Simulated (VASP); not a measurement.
A run of VASP 6.6.1 is set up as follows.

Contents of INCAR:

```
PREC     = Accurate       # precision mode
ENCUT    = 520            # plane-wave cutoff, eV
EDIFF    = 1E-7           # SCF threshold, eV
ISMEAR   = -1             # smearing method
SIGMA    = 0.1            # smearing width, eV
LREAL    = False          # projectors in reciprocal space
LASPH    = True           # aspherical terms in the spheres
NELM     = 100            # most SCF steps
ALGO     = Normal         # electronic algorithm
ISIF     = 2              # what is computed and relaxed
LWAVE    = False          # write WAVECAR
LCHARG   = True           # write CHGCAR
GGA      = B5             # functional
ALDAX    = 1.0          
AGGAX    = 1.0          
AGGAC    = 1.0          
ALDAC    = 0.0          
LELF     = True           # ELF
LVHAR    = True         
NBANDS   = 12             # bands
```

KPOINTS

```
regular mesh
0
Gamma
  15 15 15
```

POSCAR

```
Cr
1.0
   -1.4396587864      1.4396587864      1.4396587864
    1.4396587864     -1.4396587864      1.4396587864
    1.4396587864      1.4396587864     -1.4396587864
Cr
1
Direct
    0.0000000000      0.0000000000      0.0000000000
```

Potentials or basis: VASP PAW PBE potentials, release 64 (Cr_pv).

Run with:

```bash
$ cat potpaw_PBE.64/Cr_pv/POTCAR > POTCAR
$ mpirun -np 1 vasp_std > vasp.out
```

**Question.** Estimate the pressure.

**Answer.** -0.2 GPa.

**Question.** Predict the band gap on the k mesh.

**Answer.** Zero (band 6 reaches 13.16 eV, above the bottom of band 7 at 10.07 eV).

Caveat: the PAW data sets were made with another functional, which shifts forces and pressure a little; the run has no spin polarisation, though such a crystal can be magnetic. Spin polarisation is off, so any magnetic state and its effect on volume and gap are missing.
